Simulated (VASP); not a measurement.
# Re (Fm-3m) in VASP: further runs

Runs on Re. Level: BLYP. Tasks: single point.

Everything below comes from runs of VASP 6.6.1. Logs are shortened: lines on timing, memory, paths and dates and some standing lists are left out, and cuts for length are marked.

## 1. The cell of the first run

Symmetry: Fm-3m, No. 225, cubic system. The conventional cell has a = 4.018 Å, b = 4.018 Å, c = 4.018 Å, α = 90.00°, β = 90.00°, γ = 90.00°. Within 3.7 Å of Re (site symmetry m-3m) lie 12 Re at 2.84 Å.

This isn't the form of Re at room conditions, which is hcp.

## 2. Single point, BLYP (16.21 Å³/atom)

INCAR

```
SYSTEM = Re
  PREC = Accurate
  ENCUT = 520
  EDIFF = 1E-7
  ISMEAR = -1
  SIGMA = 0.1
  LREAL = .False.
  LASPH = .True.
  NELM = 80
  ALGO = Normal
  ISIF = 2
  LWAVE = .False.
  LCHARG = .False.
  GGA = B5
  ALDAX = 1.0
  AGGAX = 1.0
  AGGAC = 1.0
  ALDAC = 0.0
  NBANDS = 10
```

KPOINTS

```
regular mesh
0
Gamma
  15 15 15
  0 0 0
```

POSCAR

```
Re
1.0
    0.0000000000      2.0087636652      2.0087636652
    2.0087636652      0.0000000000      2.0087636652
    2.0087636652      2.0087636652      0.0000000000
Re
1
Direct
    0.0000000000      0.0000000000      0.0000000000
```

Potentials or basis: VASP PAW PBE potentials, release 64 (Re).

The run is started by

```bash
cat potpaw_PBE.64/Re/POTCAR > POTCAR
mpirun -np 1 vasp_std > vasp.out
```

OUTCAR:

```text
SYSTEM = Re
   PREC = Accurate
   ENCUT = 520
   EDIFF = 1E-7
   ISMEAR = -1
   LREAL = .False.
   LASPH = .True.
   NELM = 80
   ISIF = 2
   GGA = B5

 ion  position               nearest neighbor table
   1  0.000  0.000  0.000-

  LATTYP: Found a face centered cubic cell.
 ALAT       =     4.0175273304

  Lattice vectors:

 A1 = (   0.0000000000,   2.0087636652,   2.0087636652)
 A2 = (   2.0087636652,   0.0000000000,   2.0087636652)
 A3 = (   2.0087636652,   2.0087636652,   0.0000000000)

Analysis of symmetry for initial positions (statically):
=====================================================================
 Subroutine PRICEL returns:
 Original cell was already a primitive cell.

 Routine SETGRP: Setting up the symmetry group for a
 face centered cubic supercell.

 Subroutine GETGRP returns: Found 48 space group operations
 (whereof 48 operations were pure point group operations)
 out of a pool of 48 trial point group operations.

The static configuration has the point symmetry O_h .

Analysis of symmetry for dynamics (positions and initial velocities):
=====================================================================
 Subroutine PRICEL returns:
 Original cell was already a primitive cell.

 Routine SETGRP: Setting up the symmetry group for a
 face centered cubic supercell.

 Subroutine GETGRP returns: Found 48 space group operations
 (whereof 48 operations were pure point group operations)
 out of a pool of 48 trial point group operations.

The dynamic configuration has the point symmetry O_h .

 Subroutine INISYM returns: Found 48 space group operations
 (whereof 48 operations are pure point group operations),
 and found     1 'primitive' translations

----------------------------------------------------------------------------------------

                                     Primitive cell

  volume of cell :      16.2113

  direct lattice vectors                    reciprocal lattice vectors
     0.000000000  2.008763665  2.008763665    -0.248909321  0.248909321  0.248909321
     2.008763665  0.000000000  2.008763665     0.248909321 -0.248909321  0.248909321
     2.008763665  2.008763665  0.000000000     0.248909321  0.248909321 -0.248909321

  length of vectors
     2.840820819  2.840820819  2.840820819     0.431123590  0.431123590  0.431123590

  position of ions in fractional coordinates (direct lattice)
     0.000000000  0.000000000  0.000000000

  ion indices of the primitive-cell ions
   primitive index   ion index
                 1           1

----------------------------------------------------------------------------------------

 KPOINTS: regular mesh

Automatic generation of k-mesh.
 Grid dimensions read from file:
 generate k-points for:   15   15   15

 Generating k-lattice:

  Cartesian coordinates                     Fractional coordinates (reciprocal lattice)
    -0.016593955  0.016593955  0.016593955     0.066666667  0.000000000  0.000000000
     0.016593955 -0.016593955  0.016593955     0.000000000  0.066666667  0.000000000
     0.016593955  0.016593955 -0.016593955     0.000000000  0.000000000  0.066666667

  Length of vectors
     0.028741573  0.028741573  0.028741573

  Shift w.r.t. Gamma in fractional coordinates (k-lattice)
     0.000000000  0.000000000  0.000000000

 Subroutine IBZKPT returns following result:
 ===========================================

 Found    120 irreducible k-points:

 Following reciprocal coordinates:
            Coordinates               Weight
  0.000000  0.000000  0.000000      1.000000
  0.066667  0.000000  0.000000      8.000000
  0.133333  0.000000  0.000000      8.000000
  0.200000  0.000000  0.000000      8.000000
  0.266667  0.000000  0.000000      8.000000
  0.333333  0.000000  0.000000      8.000000
[... 16 lines left out ...]
  0.133333  0.133333  0.000000      6.000000
  0.200000  0.133333  0.000000     24.000000
 [... further k-points ...]
   k-points           NKPTS =    120   k-points in BZ     NKDIM =    120   number of bands    NBANDS=     10
   number of dos      NEDOS =    301   number of ions     NIONS =      1
   total plane-waves  NPLWV =  13824
   dimension x,y,z NGX =    24 NGY =   24 NGZ =   24
   dimension x,y,z NGXF=    48 NGYF=   48 NGZF=   48
   ions per type =               1
   NGX,Y,Z   is equivalent  to a cutoff of  14.04, 14.04, 14.04 a.u.
   NGXF,Y,Z  is equivalent  to a cutoff of  28.09, 28.09, 28.09 a.u.
 SYSTEM =  Re
   PREC   = accura    normal or accurate (medium, high low for compatibility)
   ISTART =      0    job   : 0-new  1-cont  2-samecut
   ICHARG =      2    charge: 1-file 2-atom 10-const
   ISPIN  =      1    spin polarized calculation?
   LNONCOLLINEAR =      F non collinear calculations
   LSORBIT =      F    spin-orbit coupling
   LASPH  =      T    aspherical Exc in radial PAW
   ENCUT  =  520.0 eV  38.22 Ry    6.18 a.u.   5.28  5.28  5.28*2*pi/ulx,y,z
   NELM   =     80;   NELMIN=  2; NELMDL= -5     # of ELM steps
   EDIFF  = 0.1E-06   stopping-criterion for ELM
   LREAL  =      F    real-space projection
   EDIFFG = 0.1E-05   stopping-criterion for IOM
   NSW    =      0    number of steps for IOM
   IBRION =     -1    ionic relax: 0-MD 1-quasi-New 2-CG
   NFREE  =      0    steps in history (QN), initial steepest desc. (CG)
   ISIF   =      2    stress and relaxation
   ISYM   =      2    0-nonsym 1-usesym 2-fastsym
   POTIM  = 0.5000    time-step for ionic-motion
   TEBEG  =    0.0;   TEEND  =   0.0 temperature during run
   PSTRESS=    0.0 pullay stress
   NELECT =       7.0000    total number of electrons
   NUPDOWN=      -1.0000    fix difference up-down
   EMIN   =  10.00;   EMAX   =-10.00  energy-range for DOS
   EFERMI =   0.00;   METHOD = LEGACY
   ISMEAR =    -1;   SIGMA  =   0.10  broadening in eV -4-tet -1-fermi 0-gaus
   EFERMI_NEDOS =   21; number of points for ismear=-14 and -15
   IALGO  =     38    algorithm
   IMIX   =      4    mixing-type and parameters
     AMIX     =   0.40;   BMIX     =  1.00
     AMIX_MAG =   1.60;   BMIX_MAG =  1.00
  volume/ion in A,a.u.               =      16.21       109.40
  Fermi-wavevector in a.u.,A,eV,Ry     =   1.237377  2.338303 20.831902  1.531102
  Thomas-Fermi vector in A             =   2.371947
   LORBIT       =      0    0 simple, 1 ext, 2 COOP (PROOUT), +10 PAW based schemes
   GGA     = B5    functional components
   LHFCALC =     F    Hartree Fock is set to
   AEXX    =    0.0000 exact exchange contribution
   IVDW    =     0    specifies the selected vdW correction
   LEPSILON=     F    determine dielectric tensor
   LRPA    =     F    only Hartree local field effects (RPA)
 non-spin polarized calculation
  energy-cutoff  :      520.00
  volume of cell :       16.21
 maximum number of plane-waves:       449
 NGX is ok and might be reduce to    24
   NGX = 11   NGY = 11   NGZ = 11

 number of electron       7.0000000 magnetization

 Free energy of the ion-electron system (eV)
  ---------------------------------------------------
  ext. energy  EPLUGINS =         0.00000000
  ---------------------------------------------------
  free energy    TOTEN  =       -10.70221876 eV

  energy without entropy =      -10.67016622  energy(sigma->0) =      -10.68619249

 E-fermi :   7.5427     XC(G=0): -12.5116

 val. band max:        7.5283548004   @ k =   0.3333   0.2000   0.0000
 cond. band min:       7.5449342488   @ k =   0.2667   0.2000   0.0667
 fundamental gap:      0.0165794484
 Fermi energy:         7.5426850177

 k-point     1 :       0.0000    0.0000    0.0000
  band No.  band energies     occupation
      1      -1.6993      2.00000
      2       5.8547      2.00000
      3       5.8547      2.00000
      4       5.8547      2.00000
      5       8.5923      0.00006
      6       8.5923      0.00006
      7      21.6185      0.00000
      8      26.7137      0.00000
      9      26.7137      0.00000
     10      26.7137      0.00000

 k-point     2 :       0.0667    0.0000    0.0000
  band No.  band energies     occupation
      1      -1.5134      2.00000
      2       5.7388      2.00000
      3       5.9396      2.00000
      4       5.9396      2.00000
      5       8.5306      0.00010
      6       8.5306      0.00010
      7      21.9664      0.00000
      8      25.7938      0.00000
      9      27.0415      0.00000
     10      27.0415      0.00000

 k-point     3 :       0.1333    0.0000    0.0000
  band No.  band energies     occupation
      1      -0.9827      2.00000
      2       5.4593      2.00000
      3       6.1448      2.00000
      4       6.1448      2.00000
      5       8.4189      0.00031
      6       8.4189      0.00031
      7      22.8568      0.00000
      8      24.2231      0.00000
      9      27.9814      0.00000
     10      27.9814      0.00000

 k-point     4 :       0.2000    0.0000    0.0000
  band No.  band energies     occupation
      1      -0.2037      2.00000
      2       5.1954      2.00000
      3       6.3023      1.99999
      4       6.3023      1.99999
      5       8.4732      0.00018
      6       8.4732      0.00018
      7      22.4266      0.00000
      8      24.1663      0.00000
      9      29.4069      0.00000
     10      29.4069      0.00000
[... 222 lines left out ...]
 k-point    22 :      -0.0667    0.0667    0.0000
  band No.  band energies     occupation
      1      -1.2111      2.00000
      2       5.5380      2.00000
      3       6.0607      2.00000
      4       6.1084      2.00000
      5       8.2758      0.00131
      6       8.6199      0.00004
      7      22.5141      0.00000
      8      25.0218      0.00000
      9      26.9536      0.00000
     10      27.8637      0.00000

 k-point    23 :       0.1333    0.1333    0.0000
  band No.  band energies     occupation
      1      -0.7382      2.00000
      2       5.0891      2.00000
      3       6.4387      1.99997
      4       6.4387      1.99997
      5       7.6757      0.41816
      6       8.9027      0.00000
      7      23.3930      0.00000
      8      25.3095      0.00000
      9      27.0433      0.00000
     10      27.0433      0.00000

 k-point    24 :       0.2000    0.1333    0.0000
  band No.  band energies     occupation
      1      -0.1403      2.00000
      2       4.7564      2.00000
      3       6.6122      1.99982
      4       6.7251      1.99944
      5       7.4773      1.31574
      6       9.0687      0.00000
      7      24.2533      0.00000
      8      24.4808      0.00000
      9      27.2464      0.00000
     10      27.7623      0.00000

 [... further k-points ...]

------------------------ aborting loop because EDIFF is reached ----------------------------------------

  FORCE on cell =-STRESS in cart. coord.  units (eV):
  Direction    XX          YY          ZZ          XY          YZ          ZX
  --------------------------------------------------------------------------------------
  -------------------------------------------------------------------------------------
  Total       -1.0278560     -1.0278560     -1.0278560     -0.0000000      0.0000000     -0.0000000
  in kB     -101.5842365   -101.5842365   -101.5842365     -0.0000000      0.0000000     -0.0000000
  external PRESSURE =    -101.5842365 kB  Pullay stress =       0.0000000 kB

 VOLUME and BASIS-vectors are now :
 -----------------------------------------------------------------------------
  energy-cutoff  :      520.00
  volume of cell :       16.21
      direct lattice vectors                 reciprocal lattice vectors
     0.000000000  2.008763665  2.008763665    -0.248909321  0.248909321  0.248909321
     2.008763665  0.000000000  2.008763665     0.248909321 -0.248909321  0.248909321
     2.008763665  2.008763665  0.000000000     0.248909321  0.248909321 -0.248909321

 POSITION                                       TOTAL-FORCE (eV/Angst)
 -----------------------------------------------------------------------------------
      0.00000      0.00000      0.00000         0.000000      0.000000      0.000000
 -----------------------------------------------------------------------------------
    total drift:                                0.000000      0.000000     -0.000000

  FREE ENERGIE OF THE ION-ELECTRON SYSTEM (eV)
  ---------------------------------------------------
  free  energy   TOTEN  =       -10.7022187615 eV

  energy  without entropy=      -10.6701662249  energy(sigma->0) =      -10.68619249
```

Wall time 40 s (1 thread of Intel Xeon 8259CL, shared host); peak memory 0.15 GiB.

Results:

* Free energy: -10.7022 eV
* Pressure: -10.2 GPa
* Band gap on the k mesh: zero (an odd number of electrons rules out a gap without spin polarisation)

Caveat: the cell stands under tension; the PAW data sets were made with another functional, which shifts forces and pressure a little; spin-orbit coupling is left out, which moves the levels of the heavy elements.

[end of part 1 of 2]
